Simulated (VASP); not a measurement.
# KF in VASP: settings compared, part 2 of 2

VASP 6.6.1. Earlier steps stand in the parts before.

## (3) Single point, r2SCAN

The input, POSCAR:

```
KF
1.0
    0.0000000000      2.7102370908      2.7102370908
    2.7102370908      0.0000000000      2.7102370908
    2.7102370908      2.7102370908      0.0000000000
K F
1 1
Direct
    0.0000000000      0.0000000000      0.0000000000
    0.5000000000      0.5000000000      0.5000000000
```

The input, INCAR.step1:

```
SYSTEM = KF
ALGO = Normal ; EDIFF = 1E-4
ENCUT = 520 ; GGA = PE
ISMEAR = 0 ; LASPH = .True.
LCHARG = .False. ; LREAL = .False.
LWAVE = .True. ; NBANDS = 15
NELM = 100 ; PREC = Accurate
SIGMA = 0.02
```

The input, INCAR.step2:

```
SYSTEM = KF
ALGO = Normal ; EDIFF = 1E-6
ENCUT = 520 ; ISIF = 2
ISMEAR = 0 ; ISTART = 1
LASPH = .True. ; LCHARG = .True.
LELF = .True. ; LMIXTAU = .True.
LREAL = .False. ; LVHAR = .True.
LWAVE = .False. ; METAGGA = R2SCAN
NBANDS = 15 ; NELM = 100
PREC = Accurate ; SIGMA = 0.02
```

The input, KPOINTS:

```
k-points
0
Gamma
  8 8 8
  0 0 0
```

Potentials or basis: VASP PAW PBE potentials, release 64 (K_sv, F).

On the command line:

```bash
$ cat potpaw_PBE.64/K_sv/POTCAR potpaw_PBE.64/F/POTCAR > POTCAR
$ cp INCAR.step1 INCAR
$ mpirun -np 1 vasp_std > vasp.out
$ cp INCAR.step2 INCAR
$ mpirun -np 1 vasp_std > vasp.out
```

OUTCAR:

```text
SYSTEM = KF
   EDIFF = 1E-6
   ENCUT = 520
   ISIF = 2
   ISMEAR = 0
   ISTART = 1
   LASPH = .True.
   LREAL = .False.
   METAGGA = R2SCAN
   NELM = 100
   PREC = Accurate

 ion  position               nearest neighbor table
   1  0.000  0.000  0.000-   2 2.71   2 2.71   2 2.71   2 2.71   2 2.71   2 2.71
   2  0.500  0.500  0.500-   1 2.71   1 2.71   1 2.71   1 2.71   1 2.71   1 2.71

  LATTYP: Found a face centered cubic cell.
 ALAT       =     5.4204741816

  Lattice vectors:

 A1 = (   0.0000000000,   2.7102370908,   2.7102370908)
 A2 = (   2.7102370908,   0.0000000000,   2.7102370908)
 A3 = (   2.7102370908,   2.7102370908,   0.0000000000)
[... 611 lines left out ...]
     13      11.2070      0.00000
     14      12.1613      0.00000
     15      12.4831      0.00000

 [... further k-points ...]
[... 5 lines left out ...]
  --------------------------------------------------------------------------------------
  -------------------------------------------------------------------------------------
  Total       -0.4478078     -0.4478078     -0.4478078      0.0000000     -0.0000000      0.0000000
  in kB      -18.0198190    -18.0198190    -18.0198190      0.0000000     -0.0000000      0.0000000
  external PRESSURE =     -18.0198190 kB  Pullay stress =       0.0000000 kB

 VOLUME and BASIS-vectors are now :
 -----------------------------------------------------------------------------
  energy-cutoff  :      520.00
  volume of cell :       39.82
      direct lattice vectors                 reciprocal lattice vectors
     0.000000000  2.710237091  2.710237091    -0.184485705  0.184485705  0.184485705
     2.710237091  0.000000000  2.710237091     0.184485705 -0.184485705  0.184485705
     2.710237091  2.710237091  0.000000000     0.184485705  0.184485705 -0.184485705

 POSITION                                       TOTAL-FORCE (eV/Angst)
 -----------------------------------------------------------------------------------
      0.00000      0.00000      0.00000         0.000000      0.000000      0.000000
      2.71024      2.71024      2.71024        -0.000000     -0.000000     -0.000000
 -----------------------------------------------------------------------------------
    total drift:                                0.000000      0.000000      0.000000

  FREE ENERGIE OF THE ION-ELECTRON SYSTEM (eV)
  ---------------------------------------------------
  free  energy   TOTEN  =       -14.9625606063 eV

  energy  without entropy=      -14.9625606063  energy(sigma->0) =      -14.96256061
```

OUTCAR.step1:

```text
SYSTEM = KF
   EDIFF = 1E-4
   ENCUT = 520
   GGA = PE
   ISMEAR = 0
   LASPH = .True.
   LREAL = .False.
[... 653 lines left out ...]
      0.00000      0.00000      0.00000        -0.000000      0.000000      0.000000
      2.71024      2.71024      2.71024         0.000000     -0.000000     -0.000000
 -----------------------------------------------------------------------------------
    total drift:                                0.000000      0.000000      0.000000

  FREE ENERGIE OF THE ION-ELECTRON SYSTEM (eV)
  ---------------------------------------------------
  free  energy   TOTEN  =        -8.2992944993 eV

  energy  without entropy=       -8.2992944993  energy(sigma->0) =       -8.29929450
```

OSZICAR.step1:

```text
N       E                     dE             d eps       ncg     rms          rms(c)
DAV:   1     0.108930706002E+03    0.10893E+03   -0.80461E+03   870   0.102E+03
DAV:   2    -0.508826330991E+01   -0.11402E+03   -0.10431E+03  1151   0.284E+02
DAV:   3    -0.946160855042E+01   -0.43733E+01   -0.43561E+01  1138   0.491E+01
DAV:   4    -0.957537923841E+01   -0.11377E+00   -0.11374E+00  1202   0.724E+00
DAV:   5    -0.957639338885E+01   -0.10142E-02   -0.10141E-02  1134   0.628E-01    0.627E+00
DAV:   6    -0.833310457623E+01    0.12433E+01   -0.35865E+00   926   0.144E+01    0.380E+00
DAV:   7    -0.830215795433E+01    0.30947E-01   -0.65833E-02  1052   0.221E+00    0.212E+00
DAV:   8    -0.829691322434E+01    0.52447E-02   -0.53337E-02   989   0.225E+00    0.197E-01
DAV:   9    -0.829855669969E+01   -0.16435E-02   -0.37451E-03  1052   0.509E-01    0.122E-01
DAV:  10    -0.829915932965E+01   -0.60263E-03   -0.47293E-04   933   0.184E-01    0.645E-02
DAV:  11    -0.829929470027E+01   -0.13537E-03   -0.13129E-04   888   0.945E-02    0.187E-02
DAV:  12    -0.829929449932E+01    0.20095E-06   -0.10349E-05   687   0.333E-02
   1 F= -.82992945E+01 E0= -.82992945E+01  d E =-.993880E-12
```

Run time: 44 s. Hardware: 1 thread of Intel Xeon 6975P-C (Granite Rapids), shared host; peak memory 0.17 GiB.

What came out:

* Free energy: -14.9626 eV
* Pressure: -1.8 GPa
* Band gap on the k mesh: 6.61 eV, direct

Levels at points of the mesh, in eV from the valence-band top:
| k point | band 4 | band 5 | band 6 | band 7 | band 8 | band 9 | band 10 | band 11 | band 12 | band 13 |
| --- | --- | --- | --- | --- | --- | --- | --- | --- | --- | --- |
| (0.00, 0.00, 0.00) | -9.76 | -9.76 | 0.00 | 0.00 | 0.00 | 6.61 | 11.33 | 11.33 | 11.33 | 13.14 |
| (0.50, 0.00, 0.00) | -9.80 | -9.80 | -0.72 | -0.30 | -0.30 | 9.50 | 10.92 | 12.72 | 12.72 | 15.00 |
| (0.50, 0.50, 0.00) | -9.94 | -9.94 | -0.22 | -0.06 | -0.06 | 8.73 | 10.98 | 12.08 | 14.40 | 14.86 |

Caveat: the PAW data sets were made with another functional, which shifts forces and pressure a little. A k mesh can miss the band edges.

## (4) Single point, PBE

This run uses another cell than the first one, of 19.76 Å³/atom, 0.993 times its volume.

The input, INCAR:

```
ALGO = Normal ; EDIFF = 1E-6
ENCUT = 520 ; GGA = PE
ISIF = 2 ; ISMEAR = 0
LASPH = True ; LCHARG = True
LELF = True ; LREAL = False
LVHAR = True ; LWAVE = False
NBANDS = 15 ; NELM = 100
PREC = Accurate ; SIGMA = 0.1
```

The input, KPOINTS:

```
k-points
0
Gamma
  6 6 6
```

The input, POSCAR:

```
KF
1.0
    2.6944126236     -2.7057337264     -0.0133426640
    2.6944126236      2.7057337264     -0.0133426640
   -2.6738218274      0.0000000000      2.7236060417
K F
1 1
Direct
    0.0006651368      0.0006651368      0.9999146597
    0.4993348632      0.4993348632      0.0000853403
```

On the command line:

```bash
$ cat potpaw_PBE.64/K_sv/POTCAR potpaw_PBE.64/F/POTCAR > POTCAR
$ mpirun -np 1 vasp_std > vasp.out
```

It took 15 s on 1 thread of Intel Xeon 6975P-C (Granite Rapids), shared host; peak memory 0.17 GiB.

It converged, with:

```
Free energy            : -8.2985 eV
Pressure               : 0.2 GPa
Largest force          : 0.011 eV/Å
Band gap on the k mesh : 5.98 eV, direct
```

Forces in eV/Å, atoms in the order of the input:
```
K   -0.011  0.000  0.001
F    0.011  0.000 -0.001
```

Stress tensor (GPa, compression positive):
```
 0.41  0.00 -0.04
 0.00  0.20  0.00
-0.04  0.00  0.12
```

Levels at points of the mesh, in eV from the valence-band top:
```csv
k point,band 4,band 5,band 6,band 7,band 8,band 9,band 10,band 11,band 12,band 13
"(0.00, 0.00, 0.00)",-9.52,-9.52,-0.01,-0.01,0.00,5.98,10.56,10.57,10.60,12.18
"(0.50, 0.00, 0.00)",-9.55,-9.55,-0.76,-0.32,-0.32,8.91,10.34,11.88,11.92,14.06
"(0.50, 0.50, 0.00)",-9.71,-9.70,-0.23,-0.07,-0.06,8.17,10.10,11.52,13.42,13.98
"(0.00, 0.00, 0.50)",-9.70,-9.70,-0.24,-0.07,-0.06,8.17,10.10,11.50,13.42,13.99
"(0.50, 0.00, 0.50)",-9.55,-9.55,-0.76,-0.33,-0.32,8.92,10.34,11.88,11.92,14.06
"(0.50, 0.50, 0.50)",-9.71,-9.71,-0.23,-0.07,-0.07,8.15,10.11,11.56,13.42,14.00
```

## (5) Relaxation of cell and atoms, PBE

This run uses another cell than the first one, of 19.76 Å³/atom, 0.993 times its volume.

The input, INCAR:

```
ALGO = Normal
EDIFF = 1E-7
EDIFFG = -0.01
ENCUT = 600
GGA = PE
IBRION = 2
ISIF = 3
ISMEAR = 0
LASPH = T
LCHARG = F
LREAL = F
LWAVE = F
NELM = 60
NSW = 100
PREC = Accurate
SIGMA = 0.02
```

The input, KPOINTS:

```
k-points
0
Gamma
  8 8 8
```

The input, POSCAR:

```
KF
1.0
    0.0000000000      2.7035069934      2.7035069934
    2.7035069934      0.0000000000      2.7035069934
    2.7035069934      2.7035069934      0.0000000000
K F
1 1
Direct
    0.0000000000      0.0000000000      0.0000000000
    0.5000000000      0.5000000000      0.5000000000
```

On the command line:

```bash
$ cat potpaw_PBE.64/K_sv/POTCAR potpaw_PBE.64/F/POTCAR > POTCAR
$ mpirun -np 1 vasp_std > vasp.out
```

It took 16 s on 1 thread of Intel Xeon 6975P-C (Granite Rapids), shared host; peak memory 0.19 GiB.

It converged, with:

```
Free energy                            : -8.3007 eV
Relaxed volume                         : 19.89 Å³/atom
Relaxed cell                           : a = 3.831 Å, b = 3.831 Å, c = 3.831 Å, α = 60.00°, β = 60.00°, γ = 60.00°
Space group after relaxing (to 0.05 Å) : Fm-3m (No. 225)
Energy gained by relaxing              : 0.1 meV/atom
Ionic steps                            : 3
Pressure after relaxing                : 0.0 GPa
Band gap on the k mesh                 : 5.95 eV, direct
```

Step by step:
```tsv
step	energy change (eV)	largest force (eV/Å)	pressure (GPa)	volume (Å³)
1	0.0000	0.0000	0.20	39.52
2	-0.0001	0.0000	0.10	39.66
3	-0.0002	0.0000	0.02	39.77
```

Final structure:
```xyz
2
Lattice="0.0000 2.7092 2.7092 2.7092 0.0000 2.7092 2.7092 2.7092 0.0000" Properties=species:S:1:pos:R:3 pbc="T T T"
K     0.0000    0.0000    0.0000
F     2.7092    2.7092    2.7092
```

Levels at points of the mesh, in eV from the valence-band top:
```
           k point  band 5  band 6  band 7  band 8  band 9  band 10  band 11  band 12
(0.00, 0.00, 0.00)   -9.53    0.00    0.00    0.00    5.95    10.56    10.56    10.56
(0.50, 0.00, 0.00)   -9.57   -0.75   -0.31   -0.31    8.89    10.30    11.87    11.87
(0.50, 0.50, 0.00)   -9.72   -0.23   -0.06   -0.06    8.16    10.07    11.48    13.39
```

## (6) Overview

```csv
task,level,cell,k mesh,cutoff (eV),smearing,gap on the mesh (eV),pressure (GPa)
single point,PBE,"a = 3.833 Å, angles 60.0°, 2 atoms",8 × 8 × 8,520,gaussian 0.02 eV,5.95,0.0
single point,r2SCAN,"a = 3.833 Å, angles 60.0°, 2 atoms",8 × 8 × 8,520,gaussian 0.02 eV,6.61,-1.8
single point,PBE,"a = 3.819, b = 3.819, c = 3.817 Å, angles 119.8, 119.8, 90.2°, 2 atoms",6 × 6 × 6,520,gaussian 0.1 eV,5.98,0.2
relaxation of cell and atoms,PBE,"relaxed from a = 3.823 Å, angles 60.0°, 2 atoms",8 × 8 × 8,600,gaussian 0.02 eV,5.95,0.0
```

Alike in all rows: potentials or basis VASP PAW PBE potentials, release 64 (K_sv, F); no spin polarisation.

Caveats: the PAW data sets were made with another functional, which shifts forces and pressure a little (some runs).

Absolute energies hang on the potentials; compare differences alone.
